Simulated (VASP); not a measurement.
Input of a VASP 6.6.1 run:

The input INCAR:

```
ALGO = Normal
EDIFF = 1E-6
ENCUT = 520
GGA = PE
ISIF = 2
ISMEAR = 0
LASPH = True
LCHARG = False
LREAL = False
LWAVE = False
NBANDS = 16
NELM = 60
PREC = Accurate
SIGMA = 0.01
```

Contents of KPOINTS:

```
k-points
0
Gamma
  10 10 10
```

File POSCAR:

```
GaN
1.0
    0.0000000000      2.1541441301      2.1541441301
    2.1541441301      0.0000000000      2.1541441301
    2.1541441301      2.1541441301      0.0000000000
Ga N
1 1
Direct
    0.0000000000      0.0000000000      0.0000000000
    0.7500000000      0.7500000000      0.7500000000
```

Potentials or basis: VASP PAW PBE potentials, release 64 (Ga_d, N).

Launch:

```console
$ cat potpaw_PBE.64/Ga_d/POTCAR potpaw_PBE.64/N/POTCAR > POTCAR
$ mpirun -np 1 vasp_std > vasp.out
```

(1) Estimate the band gap on the k mesh.

(2) Predict the pressure.

Answers

(1) 2.60 eV, direct.

(2) 39.8 GPa.
